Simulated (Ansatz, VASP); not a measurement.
## One calculation of ZnSe, two programs

```
Zn Se
1.0
     0.00000    2.94626    3.05958
     2.94626    0.00000    3.05958
     2.94626    2.94626    0.00000
Zn Se
1 1
Cartesian
  0.0000 0.0000 0.0000
  4.4194 4.4194 4.5894
```

Change from the starting cell: strain +0.040 along x and y, +0.080 along z, atoms carried along.

Alike in both runs: task single point; functional r2SCAN; k mesh 8 × 8 × 8; occupations gaussian, width 0.05 eV; no spin polarisation.

|  | VASP | Ansatz |
| --- | --- | --- |
| version | VASP 6.6.1 | Ansatz 0.2.0 |
| potentials or method | VASP PAW PBE potentials, release 64 (Zn, Se), cutoff 520 eV | scalar-relativistic, plane waves, PAW |
| valence electrons in the cell | 18 | 28 |

Ansatz gave:

| Quantity | Value |
| --- | --- |
| gap on the k mesh at the Fermi level (eV) | 1.19 |
| least direct gap on the mesh (eV) | 1.19 |
| pressure (GPa) | -7.2 |
| traceless stress, the component that is largest in VASP (GPa) | -1.02 |

Which values does VASP return?

gap on the k mesh at the Fermi level (eV): 1.18; least direct gap on the mesh (eV): 1.18; pressure (GPa): -7.2; traceless stress, the component that is largest in VASP (GPa): -1.05.

VASP's potentials were made for PBE, not for r2SCAN. VASP's potentials hold 18 valence electrons a cell and Ansatz's 28, so a difference there can come from the potentials and not from the codes.
